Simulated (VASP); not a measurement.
## LaB6: single point with BLYP+D3(BJ)

The system is LaB6.

```
La B
1.0
     4.15700    0.00000    0.00000
     0.00000    4.15700    0.00000
     0.00000    0.00000    4.15700
La B
1 6
Direct
  0.00000 0.00000 0.00000
  0.19975 0.50000 0.50000
  0.80025 0.50000 0.50000
  0.50000 0.50000 0.19975
  0.50000 0.50000 0.80025
  0.50000 0.19975 0.50000
  0.50000 0.80025 0.50000
```

```
Program             : VASP 6.6.1
Task                : single point
Functional          : BLYP
Dispersion          : D3(BJ)
Potentials or basis : VASP PAW PBE potentials, release 64 (La, B)
Cutoff              : 520 eV
k mesh              : 6 × 6 × 6
Occupations         : gaussian, width 0.05 eV
Spin                : no spin polarisation
```

The pressure is -5.1 GPa. The largest force is 0.013 eV/Å. The band gap on the k mesh is zero (an odd number of electrons rules out a gap without spin polarisation). The dispersion energy per atom is -0.580 eV.

Forces on the atoms (eV/Å):
```
La   0.000  0.000  0.000
B   -0.013  0.000  0.000
B    0.013  0.000  0.000
B    0.000  0.000 -0.013
B    0.000  0.000  0.013
B    0.000 -0.013  0.000
B    0.000  0.013  0.000
```

Levels at points of the mesh, in eV from the Fermi level:
```csv
k point,band 11,band 12,band 13,band 14,band 15,band 16,band 17,band 18
"(0.00, 0.00, 0.00)",-7.03,-1.90,-1.90,-1.90,0.10,0.10,0.10,1.48
"(0.50, 0.00, 0.00)",-3.49,-3.49,-3.34,-2.39,-1.55,1.20,1.53,1.53
"(0.50, 0.50, 0.00)",-4.44,-4.44,-3.04,-3.04,0.87,0.87,1.60,1.64
"(0.50, 0.50, 0.50)",-4.72,-2.56,-2.56,-2.56,1.23,1.44,1.44,1.44
```

It took 48 s on 1 thread of Intel(R) Xeon(R) 6975P-C (Granite Rapids), on a shared host, peak memory 0.19 GiB.

Caveat: the cell stands under tension; the PAW data sets were made with another functional, which shifts forces and pressure a little; spin-orbit coupling is left out, which moves the levels of the heavy elements.
